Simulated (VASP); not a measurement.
Here is a VASP 6.6.1 calculation.

Contents of INCAR:

```
PREC = Accurate
ENCUT = 520
EDIFF = 1E-6
ISMEAR = -1
SIGMA = 0.05
LREAL = False
LASPH = True
NELM = 80
ALGO = Normal
ISIF = 2
LWAVE = False
LCHARG = False
GGA = PE
NBANDS = 24
```

KPOINTS

```
regular mesh
0
Gamma
  10 10 14
```

POSCAR

```
Cu
1.0
    3.6602378290      0.0000000000      0.0000000000
   -1.8301189145      3.1698589438      0.0000000000
    0.0000000000      0.0000000000      2.1927566635
Cu
3
Direct
    0.0000000000      0.0000000000      0.0000000000
    0.3333333333      0.6666666667      0.5000000000
    0.6666666667      0.3333333333      0.5000000000
```

Potentials or basis: VASP PAW PBE potentials, release 64 (Cu).

The run is started by

```bash
$ cat potpaw_PBE.64/Cu/POTCAR > POTCAR
$ mpirun -np 1 vasp_std > vasp.out
```

Problem. What does it give for the pressure?

Solution. 120.7 GPa.

Stress tensor (GPa, compression positive):
```
120.79   0.00   0.00
  0.00 120.79   0.00
  0.00   0.00 120.66
```
